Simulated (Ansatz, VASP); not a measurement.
Two plane-wave programs on AlN

```
Al N
1.0
     0.00000    2.18399    2.18399
     2.18399    0.00000    2.18399
     2.18399    2.18399    0.00000
Al N
1 1
Cartesian
  0.1155 0.1155 0.1155
  3.2760 3.2760 3.2760
```

Change from the starting cell: all Al atoms moved +0.200 Å, as atom 1 along Cartesian [1 1 1].

Alike in both runs: task single point; functional r2SCAN; k mesh 10 × 10 × 10; occupations gaussian, width 0.05 eV; no spin polarisation.

```csv
,VASP,Ansatz
version,VASP 6.6.1,Ansatz 0.2.0
potentials or method,"VASP PAW PBE potentials, release 64 (Al, N), cutoff 520 eV","scalar-relativistic, plane waves, PAW"
valence electrons in the cell,8,8
```

|  | VASP | Ansatz | Ansatz less VASP |
| --- | --- | --- | --- |
| gap on the k mesh at the Fermi level (eV) | 3.33 | 3.34 | +0.008 |
| least direct gap on the mesh (eV) | 4.20 | 4.16 | -0.035 |
| pressure (GPa) | 3.6 | 3.9 | +0.32 |
| traceless stress, the component that is largest in VASP (GPa) | -4.77 | -4.67 | +0.103 |
| rms of the force components (eV/Å) | 1.066 | 1.056 | -0.0107 |

VASP's potentials were made for PBE, not for r2SCAN. Atom by atom the forces differ by 0.011 eV/Å (rms over components).
